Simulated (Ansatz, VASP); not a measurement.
## Cl: VASP beside Ansatz

Contents of INCAR:

```
ALGO = Normal
EDIFF = 1E-7
ENCUT = 520
GGA = CA
ISIF = 2
ISMEAR = 0
LASPH = True
LCHARG = False
LREAL = False
LWAVE = False
NBANDS = 22
NELM = 80
PREC = Accurate
SIGMA = 0.02
```

KPOINTS

```
k-points
0
Gamma
  8 8 4
```

POSCAR

```
Cl
1.0
    3.0318600000     -2.0880832000      0.0000000000
    3.0318600000      2.0880832000      0.0000000000
    0.0000000000      0.0000000000      8.3588722000
Cl
4
Direct
    0.1002416682      0.8997583318      0.1083231811
    0.6002416682      0.3997583318      0.3916768189
    0.8997583318      0.1002416682      0.8916768189
    0.3997583318      0.6002416682      0.6083231811
```

Input for Ansatz:

```yaml
crystal:
  lattice:
    - [3.03186, -2.0880832, 0.0]
    - [3.03186, 2.0880832, 0.0]
    - [0.0, 0.0, 8.3588722]
  atoms:
    - { symbol: Cl, position: [0.1002416682, 0.8997583318, 0.1083231811] }
    - { symbol: Cl, position: [0.6002416682, 0.3997583318, 0.3916768189] }
    - { symbol: Cl, position: [0.8997583318, 0.1002416682, 0.8916768189] }
    - { symbol: Cl, position: [0.3997583318, 0.6002416682, 0.6083231811] }
basis:
  ecutwfc: 420
kpoints:
  mp_grid: { grid: [8, 8, 4] }
hamiltonian:
  xc: lda
scf:
  occupations: { method: gaussian, width: 0.02 }
output:
  forces: true
  stress: true
  eigenvalues: true
```

Alike in both runs: task single point; functional LDA; k mesh 8 × 8 × 4; occupations gaussian, width 0.02 eV; no spin polarisation.

|  | VASP | Ansatz |
| --- | --- | --- |
| version | VASP 6.6.1 | Ansatz 0.2.0 |
| potentials or method | VASP PAW LDA potentials, release 64 (Cl), cutoff 520 eV | scalar-relativistic, plane waves, PAW |
| valence electrons in the cell | 28 | 28 |

Ansatz gave:

```
gap on the k mesh at the Fermi level (eV)                     : 1.98
least direct gap on the mesh (eV)                             : 1.98
pressure (GPa)                                                : -1.2
traceless stress, the component that is largest in VASP (GPa) : 0.51
rms of the force components (eV/Å)                            : 0.188
```

Task: What did VASP give for the same quantities?

Result: gap on the k mesh at the Fermi level (eV): 2.01; least direct gap on the mesh (eV): 2.01; pressure (GPa): -1.5; traceless stress, the component that is largest in VASP (GPa): 0.79; rms of the force components (eV/Å): 0.098.

LDA's correlation is that of Perdew and Zunger in VASP and of Perdew and Wang (1992) in Ansatz. Atom by atom the forces differ by 0.092 eV/Å (rms over components).
